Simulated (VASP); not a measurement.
Write the native input for VASP 6.6.1 that does the following.

| Quantity | Value |
| --- | --- |
| Task | single point |
| Functional | PBE |
| Dispersion | D3(BJ) |
| Potentials or basis | VASP PAW PBE potentials, release 64 (Cd, Se) |
| Cutoff | 520 eV |
| k mesh | 7 × 7 × 4 |
| Occupations | fermi-dirac, width 0.05 eV |
| Spin | no spin polarisation |
| Dipole correction | no |
| Further INCAR settings | ALGO = Normal; EDIFF = 1e-07; NBANDS = 26 |

The structure of CdSe lies in POSCAR:

```
CdSe
1.0
    4.3217618714      0.0000000000      0.0000000000
   -2.1608809357      3.7427555698      0.0000000000
    0.0000000000      0.0000000000      7.0630622421
Cd Se
2 2
Direct
    0.6666666667      0.3333333333      0.5048615480
    0.3333333333      0.6666666667      0.0048615480
    0.6666666667      0.3333333333      0.8801384520
    0.3333333333      0.6666666667      0.3801384520
```

One way to write it, as run:

INCAR

```
  PREC = Accurate
  ENCUT = 520
  EDIFF = 1E-7
  ISMEAR = -1
  SIGMA = 0.05
  LREAL = False
  LASPH = True
  NELM = 80
  ALGO = Normal
  ISIF = 2
  LWAVE = False
  LCHARG = False
  GGA = PE
  IVDW = 12
  NBANDS = 26
```

KPOINTS

```
Automatic mesh
0
Gamma
  7 7 4
```

Potentials or basis: VASP PAW PBE potentials, release 64 (Cd, Se).

The run is started by

```console
$ cat potpaw_PBE.64/Cd/POTCAR potpaw_PBE.64/Se/POTCAR > POTCAR
$ mpirun -np 1 vasp_std > vasp.out
```

Results of the run:

The pressure is 0.3 GPa and the band gap on the k mesh is 0.63 eV. The dispersion energy per atom is -0.313 eV.

Wall time 24 s on 1 thread of Intel(R) Xeon(R) 6975P-C (Granite Rapids), with other jobs on the host, peak memory 0.26 GiB.
